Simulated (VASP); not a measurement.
A run of VASP 6.6.1 is set up as follows.

File INCAR:

```
PREC     = Accurate       # precision mode
ENCUT    = 500            # plane-wave cutoff, eV
EDIFF    = 1E-7           # SCF threshold, eV
ISMEAR   = 1              # smearing method
SIGMA    = 0.1            # smearing width, eV
LREAL    = F              # projectors in reciprocal space
LASPH    = T              # aspherical terms in the spheres
NELM     = 120            # most SCF steps
ALGO     = Normal         # electronic algorithm
ISIF     = 8              # what is computed and relaxed
LWAVE    = F              # write WAVECAR
LCHARG   = F              # write CHGCAR
GGA      = PS             # functional
IBRION   = 2              # ionic algorithm
NSW      = 50             # ionic steps
EDIFFG   = -0.01          # ionic threshold
GGA_COMPAT= F            
NELMIN   = 4
```

Contents of KPOINTS:

```
Automatic mesh
0
Gamma
  18 18 18
```

The input POSCAR:

```
Au
1.0
    0.0000000000      2.0350000000      2.0350000000
    2.0350000000      0.0000000000      2.0350000000
    2.0350000000      2.0350000000      0.0000000000
Au
1
Direct
    0.0000000000      0.0000000000      0.0000000000
```

Potentials or basis: VASP PAW PBE potentials, release 64 (Au).

Command:

```bash
$ cat potpaw_PBE.64/Au/POTCAR > POTCAR
$ mpirun -np 1 vasp_std > vasp.out
```

**Question.** Predict the space group after relaxing (to 0.1 Å).

**Answer.** Fm-3m (No. 225).

**Question.** Predict the band gap on the k mesh.

**Answer.** Zero (an odd number of electrons rules out a gap without spin polarisation).

**Question.** Predict the relaxed cell.

**Answer.** a = 2.886 Å, b = 2.886 Å, c = 2.886 Å, α = 60.00°, β = 60.00°, γ = 60.00°.

**Question.** What does it give for the relaxed volume?

**Answer.** 17.00 Å³/atom.

Final structure:
```
Au
1.0
     0.00000    2.04081    2.04081
     2.04081    0.00000    2.04081
     2.04081    2.04081    0.00000
Au
1
Cartesian
  0.0000 0.0000 0.0000
```

Caveat: the PAW data sets were made with another functional, which shifts forces and pressure a little; spin-orbit coupling is left out, which moves the levels of the heavy elements. Zero-point motion and thermal expansion aren't in these numbers.
